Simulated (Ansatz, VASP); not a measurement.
# HgTe: VASP beside Ansatz

```xyz
2
Lattice="0.0000 3.2523 3.2523 3.2523 0.0000 3.2523 3.2523 3.2523 0.0000" Properties=species:S:1:pos:R:3 pbc="T T T"
Hg    0.0000    0.0000    0.0000
Te    1.6262    1.6262    1.6262
```

Alike in both runs: task single point; functional r2SCAN; k mesh 12 × 12 × 12; occupations gaussian, width 0.1 eV; no spin polarisation.

```csv
,VASP,Ansatz
version,VASP 6.6.1,Ansatz 0.2.0
potentials or method,"VASP PAW PBE potentials, release 64 (Hg, Te), cutoff 520 eV","scalar-relativistic, plane waves, PAW"
valence electrons in the cell,18,36
```

|  | VASP | Ansatz | Ansatz less VASP |
| --- | --- | --- | --- |
| gap on the k mesh at the Fermi level (eV) | none | none | - |
| pressure (GPa) | 1.4 | 1.4 | -0.07 |

VASP's potentials were made for PBE, not for r2SCAN. A gap of «none» marks a metal or a gap that the smearing closes. With one functional, cell and mesh, what is left measures potentials, basis and numerics. VASP's potentials hold 18 valence electrons a cell and Ansatz's 36, so a difference there can come from the potentials and not from the codes.

Spin-orbit coupling is off throughout.
